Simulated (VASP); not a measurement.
# Fe (Im-3m) in VASP: a series of runs

Runs on Fe. Level: PBE. Tasks: single point.

Everything below comes from runs of VASP 6.6.1. Logs are shortened: lines on timing, memory, paths and dates and some standing lists are left out, and cuts for length are marked.

## (1) The cell of the first run

The structure is cubic, space group Im-3m (No. 229). The conventional cell has a = 2.721 Å, b = 2.721 Å, c = 2.721 Å, α = 90.00°, β = 90.00°, γ = 90.00°. Within 3.1 Å of Fe (site symmetry m-3m) lie 14 Fe at 2.36 to 2.72 Å.

## (2) Single point, PBE (volume scaled by 0.960)

File INCAR:

```
  PREC = Accurate
  ENCUT = 520
  EDIFF = 1E-7
  ISMEAR = 0
  SIGMA = 0.05
  LREAL = False
  LASPH = True
  NELM = 100
  ALGO = Fast
  ISIF = 2
  LWAVE = False
  LCHARG = True
  GGA = PE
  LELF = True
  LVHAR = True
  NBANDS = 10
```

File KPOINTS:

```
Automatic mesh
0
Gamma
  22 22 22
```

File POSCAR:

```
Fe
1.0
   -1.3603197998      1.3603197998      1.3603197998
    1.3603197998     -1.3603197998      1.3603197998
    1.3603197998      1.3603197998     -1.3603197998
Fe
1
Direct
    0.0000000000      0.0000000000      0.0000000000
```

Potentials or basis: VASP PAW PBE potentials, release 64 (Fe).

The run is started by

```bash
$ cat potpaw_PBE.64/Fe/POTCAR > POTCAR
$ mpirun -np 1 vasp_std > vasp.out
```

OUTCAR:

```text
PREC = Accurate
   ENCUT = 520
   EDIFF = 1E-7
   ISMEAR = 0
   LREAL = False
   LASPH = True
   NELM = 100
   ISIF = 2
   GGA = PE

 ion  position               nearest neighbor table
   1  0.000  0.000  0.000-

  LATTYP: Found a body centered cubic cell.
 ALAT       =     2.7206395996

  Lattice vectors:

 A1 = (  -1.3603197998,   1.3603197998,   1.3603197998)
 A2 = (   1.3603197998,  -1.3603197998,   1.3603197998)
 A3 = (   1.3603197998,   1.3603197998,  -1.3603197998)

Analysis of symmetry for initial positions (statically):
=====================================================================
 Subroutine PRICEL returns:
 Original cell was already a primitive cell.

 Routine SETGRP: Setting up the symmetry group for a
 body centered cubic supercell.

 Subroutine GETGRP returns: Found 48 space group operations
 (whereof 48 operations were pure point group operations)
 out of a pool of 48 trial point group operations.

The static configuration has the point symmetry O_h .

Analysis of symmetry for dynamics (positions and initial velocities):
=====================================================================
 Subroutine PRICEL returns:
 Original cell was already a primitive cell.

 Routine SETGRP: Setting up the symmetry group for a
 body centered cubic supercell.

 Subroutine GETGRP returns: Found 48 space group operations
 (whereof 48 operations were pure point group operations)
 out of a pool of 48 trial point group operations.

The dynamic configuration has the point symmetry O_h .

 Subroutine INISYM returns: Found 48 space group operations
 (whereof 48 operations are pure point group operations),
 and found     1 'primitive' translations

----------------------------------------------------------------------------------------

                                     Primitive cell

  volume of cell :      10.0689

  direct lattice vectors                    reciprocal lattice vectors
    -1.360319800  1.360319800  1.360319800     0.000000000  0.367560628  0.367560628
     1.360319800 -1.360319800  1.360319800     0.367560628  0.000000000  0.367560628
     1.360319800  1.360319800 -1.360319800     0.367560628  0.367560628  0.000000000

  length of vectors
     2.356143008  2.356143008  2.356143008     0.519809225  0.519809225  0.519809225

  position of ions in fractional coordinates (direct lattice)
     0.000000000  0.000000000  0.000000000

  ion indices of the primitive-cell ions
   primitive index   ion index
                 1           1

----------------------------------------------------------------------------------------

 KPOINTS: Automatic mesh

Automatic generation of k-mesh.
 Grid dimensions read from file:
 generate k-points for:   22   22   22

 Generating k-lattice:

  Cartesian coordinates                     Fractional coordinates (reciprocal lattice)
     0.000000000  0.016707301  0.016707301     0.045454545  0.000000000  0.000000000
     0.016707301  0.000000000  0.016707301     0.000000000  0.045454545  0.000000000
     0.016707301  0.016707301  0.000000000     0.000000000  0.000000000  0.045454545

  Length of vectors
     0.023627692  0.023627692  0.023627692

  Shift w.r.t. Gamma in fractional coordinates (k-lattice)
     0.000000000  0.000000000  0.000000000

 Subroutine IBZKPT returns following result:
 ===========================================

 Found    328 irreducible k-points:

 Following reciprocal coordinates:
            Coordinates               Weight
  0.000000  0.000000  0.000000      1.000000
  0.045455  0.000000  0.000000     12.000000
  0.090909  0.000000  0.000000     12.000000
  0.136364  0.000000  0.000000     12.000000
  0.181818  0.000000  0.000000     12.000000
  0.227273  0.000000  0.000000     12.000000
[... 16 lines left out ...]
  0.090909  0.090909  0.000000     24.000000
  0.136364  0.090909  0.000000     48.000000
 [... further k-points ...]
   k-points           NKPTS =    328   k-points in BZ     NKDIM =    328   number of bands    NBANDS=     10
   number of dos      NEDOS =    301   number of ions     NIONS =      1
   total plane-waves  NPLWV =   5832
   dimension x,y,z NGX =    18 NGY =   18 NGZ =   18
   dimension x,y,z NGXF=    36 NGYF=   36 NGZF=   36
   ions per type =               1
   NGX,Y,Z   is equivalent  to a cutoff of  12.70, 12.70, 12.70 a.u.
   NGXF,Y,Z  is equivalent  to a cutoff of  25.40, 25.40, 25.40 a.u.
 SYSTEM =  unknown system
   PREC   = accura    normal or accurate (medium, high low for compatibility)
   ISTART =      0    job   : 0-new  1-cont  2-samecut
   ICHARG =      2    charge: 1-file 2-atom 10-const
   ISPIN  =      1    spin polarized calculation?
   LNONCOLLINEAR =      F non collinear calculations
   LSORBIT =      F    spin-orbit coupling
   LASPH  =      T    aspherical Exc in radial PAW
   ENCUT  =  520.0 eV  38.22 Ry    6.18 a.u.   4.38  4.38  4.38*2*pi/ulx,y,z
   NELM   =    100;   NELMIN=  2; NELMDL= -5     # of ELM steps
   EDIFF  = 0.1E-06   stopping-criterion for ELM
   LREAL  =      F    real-space projection
   EDIFFG = 0.1E-05   stopping-criterion for IOM
   NSW    =      0    number of steps for IOM
   IBRION =     -1    ionic relax: 0-MD 1-quasi-New 2-CG
   NFREE  =      0    steps in history (QN), initial steepest desc. (CG)
   ISIF   =      2    stress and relaxation
   ISYM   =      2    0-nonsym 1-usesym 2-fastsym
   POTIM  = 0.5000    time-step for ionic-motion
   TEBEG  =    0.0;   TEEND  =   0.0 temperature during run
   PSTRESS=    0.0 pullay stress
   NELECT =       8.0000    total number of electrons
   NUPDOWN=      -1.0000    fix difference up-down
   EMIN   =  10.00;   EMAX   =-10.00  energy-range for DOS
   EFERMI =   0.00;   METHOD = LEGACY
   ISMEAR =     0;   SIGMA  =   0.05  broadening in eV -4-tet -1-fermi 0-gaus
   EFERMI_NEDOS =   21; number of points for ismear=-14 and -15
   IALGO  =     68    algorithm
   IMIX   =      4    mixing-type and parameters
     AMIX     =   0.40;   BMIX     =  1.00
     AMIX_MAG =   1.60;   BMIX_MAG =  1.00
  volume/ion in A,a.u.               =      10.07        67.95
  Fermi-wavevector in a.u.,A,eV,Ry     =   1.516272  2.865339 31.280897  2.299081
  Thomas-Fermi vector in A             =   2.625684
   LORBIT       =      0    0 simple, 1 ext, 2 COOP (PROOUT), +10 PAW based schemes
   GGA     = PE    functional components
   LHFCALC =     F    Hartree Fock is set to
   AEXX    =    0.0000 exact exchange contribution
   IVDW    =     0    specifies the selected vdW correction
   LEPSILON=     F    determine dielectric tensor
   LRPA    =     F    only Hartree local field effects (RPA)
 non-spin polarized calculation
 RMM-DIIS sequential band-by-band and
 Gauss-broadening in eV      SIGMA  =   0.05
  energy-cutoff  :      520.00
  volume of cell :       10.07
 maximum number of plane-waves:       279
 NGX is ok and might be reduce to    18
   NGX =  9   NGY =  9   NGZ =  9

 number of electron       7.9999994 magnetization

 Free energy of the ion-electron system (eV)
  ---------------------------------------------------
  ext. energy  EPLUGINS =         0.00000000
  ---------------------------------------------------
  free energy    TOTEN  =        -7.75293118 eV

  energy without entropy =       -7.74912007  energy(sigma->0) =       -7.75102562

 E-fermi :   7.2074     XC(G=0): -13.8569

 val. band max:        7.2037755948   @ k =   0.1818   0.0455   0.0455
 cond. band min:       7.2084016462   @ k =   0.0909   0.0909   0.0000
 fundamental gap:      0.0046260514
 Fermi energy:         7.2073534926

 k-point     1 :       0.0000    0.0000    0.0000
  band No.  band energies     occupation
      1      -1.9360      2.00000
      2       5.3019      2.00000
      3       5.3019      2.00000
      4       5.3019      2.00000
      5       7.1448      1.92319
      6       7.1448      1.92318
      7      33.2754      0.00000
      8      33.2754      0.00000
      9      33.2754      0.00000
     10      39.3562      0.00000

 k-point     2 :       0.0455    0.0000    0.0000
  band No.  band energies     occupation
      1      -1.8412      2.00000
      2       5.2714      2.00000
      3       5.2987      2.00000
      4       5.3585      2.00000
      5       7.1118      1.99314
      6       7.1472      1.91109
      7      32.7588      0.00000
      8      33.1772      0.00000
      9      33.2544      0.00000
     10      39.0534      0.00000

 k-point     3 :       0.0909    0.0000    0.0000
  band No.  band energies     occupation
      1      -1.5609      2.00000
      2       5.1829      2.00000
      3       5.2832      2.00000
      4       5.5256      2.00000
      5       7.0264      2.00000
      6       7.1549      1.86194
      7      31.4633      0.00000
      8      32.8267      0.00000
      9      33.1972      0.00000
     10      38.6166      0.00000

 k-point     4 :       0.1364    0.0000    0.0000
  band No.  band energies     occupation
      1      -1.1087      2.00000
      2       5.0455      2.00000
      3       5.2419      2.00000
      4       5.7950      2.00000
      5       6.9258      2.00000
      6       7.1692      1.71996
      7      29.7310      0.00000
      8      32.1556      0.00000
      9      33.1176      0.00000
     10      38.5326      0.00000
[... 222 lines left out ...]
 k-point    22 :       0.4545    0.0455    0.0000
  band No.  band energies     occupation
      1       2.0886      2.00000
      2       3.9379      2.00000
      3       6.9656      2.00000
      4       7.1332      1.96408
      5       7.7644      0.00000
      6       8.9605      0.00000
      7      16.3041      0.00000
      8      26.3150      0.00000
      9      29.2075      0.00000
     10      33.1425      0.00000

 k-point    23 :       0.0909    0.0909    0.0000
  band No.  band energies     occupation
      1      -0.8443      2.00000
      2       5.0318      2.00000
      3       5.1142      2.00000
      4       5.9917      2.00000
      5       6.8476      2.00000
      6       7.2084      0.97635
      7      29.3526      0.00000
      8      30.6641      0.00000
      9      33.7837      0.00000
     10      36.1921      0.00000

 k-point    24 :       0.1364    0.0909    0.0000
  band No.  band energies     occupation
      1      -0.2581      2.00000
      2       4.8767      2.00000
      3       5.0054      2.00000
      4       6.3702      2.00000
      5       6.7692      2.00000
      6       7.2552      0.17599
      7      27.7085      0.00000
      8      29.4947      0.00000
      9      33.8437      0.00000
     10      34.7065      0.00000

 [... further k-points ...]
[... 5 lines left out ...]
  --------------------------------------------------------------------------------------
  -------------------------------------------------------------------------------------
  Total        0.7135632      0.7135632      0.7135632      0.0000000     -0.0000000     -0.0000000
  in kB      113.5429043    113.5429043    113.5429043      0.0000000     -0.0000000     -0.0000000
  external PRESSURE =     113.5429043 kB  Pullay stress =       0.0000000 kB

 VOLUME and BASIS-vectors are now :
 -----------------------------------------------------------------------------
  energy-cutoff  :      520.00
  volume of cell :       10.07
      direct lattice vectors                 reciprocal lattice vectors
    -1.360319800  1.360319800  1.360319800     0.000000000  0.367560628  0.367560628
     1.360319800 -1.360319800  1.360319800     0.367560628  0.000000000  0.367560628
     1.360319800  1.360319800 -1.360319800     0.367560628  0.367560628  0.000000000

 POSITION                                       TOTAL-FORCE (eV/Angst)
 -----------------------------------------------------------------------------------
      0.00000      0.00000      0.00000         0.000000      0.000000      0.000000
 -----------------------------------------------------------------------------------
    total drift:                                0.000000     -0.000000      0.000000

  FREE ENERGIE OF THE ION-ELECTRON SYSTEM (eV)
  ---------------------------------------------------
  free  energy   TOTEN  =        -7.7529311754 eV

  energy  without entropy=       -7.7491200740  energy(sigma->0) =       -7.75102562
```

Run time: 30 s. Hardware: 1 thread of AMD EPYC 7R13 (Zen 3), shared host; peak memory 0.11 GiB.

Results:

```yaml
Free_energy: -7.7529 eV
Pressure: 11.4 GPa
Band_gap_on_the_k_mesh: zero (band 4 reaches 8.30 eV, above the bottom of band 5 at 6.06 eV)
```

Levels at points of the mesh, in eV from the Fermi level:
```
           k point  band 2  band 3  band 4  band 5  band 6  band 7
(0.00, 0.00, 0.00)   -1.91   -1.91   -1.91   -0.06   -0.06   26.07
(0.50, 0.00, 0.00)   -3.29   -0.08    0.21    0.50    1.43    8.97
(0.50, 0.50, 0.50)   -4.96    1.09    1.09    1.09   10.91   10.91
```

Caveat: the cell differs from its parent crystal (volume scaled by 0.960); the run has no spin polarisation, though such a crystal can be magnetic. Spin polarisation is off, so any magnetic state and its effect on volume and gap are missing.

## (3) Single point, PBE (volume scaled by 0.980)

File INCAR:

```
PREC     = Accurate       # precision mode
ENCUT    = 520            # plane-wave cutoff, eV
EDIFF    = 1E-6           # SCF threshold, eV
ISMEAR   = 0              # smearing method
SIGMA    = 0.05           # smearing width, eV
LREAL    = False          # projectors in reciprocal space
LASPH    = True           # aspherical terms in the spheres
NELM     = 80             # most SCF steps
ALGO     = Normal         # electronic algorithm
ISIF     = 2              # what is computed and relaxed
LWAVE    = False          # write WAVECAR
LCHARG   = False          # write CHGCAR
GGA      = PE             # functional
NBANDS   = 10             # bands
```

KPOINTS is that of step 2.

File POSCAR:

```
Fe
1.0
   -1.3697016121      1.3697016121      1.3697016121
    1.3697016121     -1.3697016121      1.3697016121
    1.3697016121      1.3697016121     -1.3697016121
Fe
1
Direct
    0.0000000000      0.0000000000      0.0000000000
```

Potentials or basis: VASP PAW PBE potentials, release 64 (Fe).

The run is started by

```bash
$ cat potpaw_PBE.64/Fe/POTCAR > POTCAR
$ mpirun -np 1 vasp_std > vasp.out
```

It took 19 s on 1 thread of AMD EPYC 7R13 (Zen 3), shared host; peak memory 0.11 GiB.

Results (log left out):

- Free energy: -7.7635 eV
- Pressure: 4.3 GPa
- Band gap on the k mesh: zero (band 4 reaches 8.03 eV, above the bottom of band 5 at 5.86 eV)

Levels at points of the mesh, in eV from the Fermi level:
| k point | band 1 | band 2 | band 3 | band 4 | band 5 | band 6 | band 7 | band 8 | band 9 |
| --- | --- | --- | --- | --- | --- | --- | --- | --- | --- |
| (0.00, 0.00, 0.00) | -9.02 | -1.85 | -1.85 | -1.85 | -0.06 | -0.06 | 25.86 | 25.86 | 25.86 |
| (0.50, 0.00, 0.00) | -5.04 | -3.19 | -0.08 | 0.20 | 0.49 | 1.39 | 8.76 | 19.18 | 22.06 |
| (0.50, 0.50, 0.50) | -4.81 | -4.81 | 1.06 | 1.06 | 1.06 | 10.74 | 10.74 | 10.74 | 17.07 |

Caveat: the cell differs from its parent crystal (volume scaled by 0.980); the run has no spin polarisation, though such a crystal can be magnetic.

## (4) Single point, PBE

This run uses another cell than the first one, of 10.48 Å³/atom, 1.041 times its volume.

File INCAR:

```
SYSTEM = Fe
PREC = Accurate
ENCUT = 520
EDIFF = 1E-7
ISMEAR = 0
SIGMA = 0.05
LREAL = .False.
LASPH = .True.
NELM = 80
ALGO = Normal
ISIF = 2
LWAVE = .False.
LCHARG = .False.
GGA = PE
NBANDS = 10
```

File KPOINTS:

```
regular mesh
0
Gamma
  22 22 22
  0 0 0
```

File POSCAR:

```
Fe
1.0
   -1.3785283526      1.3785283526      1.3785283526
    1.3785283526     -1.3785283526      1.3785283526
    1.3785283526      1.3785283526     -1.3785283526
Fe
1
Direct
    0.0000000000      0.0000000000      0.0000000000
```

The run is started by

```bash
$ cat potpaw_PBE.64/Fe/POTCAR > POTCAR
$ mpirun -np 1 vasp_std > vasp.out
```

It took 21 s on 1 thread of AMD EPYC 7R13 (Zen 3), shared host; peak memory 0.12 GiB.

The run converged. Its results:

```yaml
Free_energy: -7.7664 eV
Pressure: -0.3 GPa
Band_gap_on_the_k_mesh: zero (band 4 reaches 7.78 eV, above the bottom of band 5 at 5.67 eV)
```

Levels at points of the mesh, in eV from the Fermi level:
```tsv
k point	band 1	band 2	band 3	band 4	band 5	band 6	band 7	band 8	band 9
(0.00, 0.00, 0.00)	-8.90	-1.80	-1.80	-1.80	-0.06	-0.06	25.67	25.67	25.67
(0.50, 0.00, 0.00)	-4.92	-3.10	-0.08	0.19	0.49	1.35	8.57	19.02	21.74
(0.50, 0.50, 0.50)	-4.67	-4.67	1.03	1.03	1.03	10.59	10.59	10.59	16.85
```

Caveat: the run has no spin polarisation, though such a crystal can be magnetic. Spin polarisation is off, so any magnetic state and its effect on volume and gap are missing.

## (5) Single point, PBE

This run uses another cell than the first one, of 10.49 Å³/atom, 1.042 times its volume.

File INCAR:

```
PREC = Accurate
ENCUT = 520
EDIFF = 1E-6
ISMEAR = 0
SIGMA = 0.05
LREAL = F
LASPH = T
NELM = 80
ALGO = Fast
ISIF = 2
LWAVE = F
LCHARG = F
GGA = PE
NBANDS = 10
```

File KPOINTS:

```
regular mesh
0
Gamma
  22 22 22
```

File POSCAR:

```
Fe
1.0
   -1.3789566335      1.3789566335      1.3789566335
    1.3789566335     -1.3789566335      1.3789566335
    1.3789566335      1.3789566335     -1.3789566335
Fe
1
Direct
    0.0000000000      0.0000000000      0.0000000000
```

The run is started by

```bash
$ cat potpaw_PBE.64/Fe/POTCAR > POTCAR
$ mpirun -np 1 vasp_std > vasp.out
```

Run time: 25 s. Hardware: 1 thread of AMD EPYC 7R13 (Zen 3), shared host; peak memory 0.12 GiB.

Results (log left out):

```yaml
Free_energy: -7.7664 eV
Pressure: -0.5 GPa
Band_gap_on_the_k_mesh: zero (band 4 reaches 7.76 eV, above the bottom of band 5 at 5.66 eV)
```

Levels at points of the mesh, in eV from the Fermi level:
```
           k point  band 1  band 2  band 3  band 4  band 5  band 6  band 7  band 8  band 9
(0.00, 0.00, 0.00)   -8.90   -1.80   -1.80   -1.80   -0.06   -0.06   25.66   25.66   25.66
(0.50, 0.00, 0.00)   -4.91   -3.10   -0.08    0.19    0.49    1.34    8.56   19.01   21.72
(0.50, 0.50, 0.50)   -4.67   -4.67    1.03    1.03    1.03   10.59   10.59   10.59   16.84
```

Caveat: the run has no spin polarisation, though such a crystal can be magnetic.

## (6) Overview

```tsv
cell	gap on the mesh (eV)	pressure (GPa)
a = 2.356 Å, angles 109.5°, 1 atom	none	11.4
a = 2.372 Å, angles 109.5°, 1 atom	none	4.3
a = 2.388 Å, angles 109.5°, 1 atom	none	-0.5
```

Alike in all rows: task single point; level PBE; potentials or basis VASP PAW PBE potentials, release 64 (Fe); no spin polarisation; k mesh 22 × 22 × 22; cutoff (eV) 520; smearing gaussian 0.05 eV.

Caveats: the run has no spin polarisation, though such a crystal can be magnetic.

Absolute energies hang on the potentials; compare differences alone.
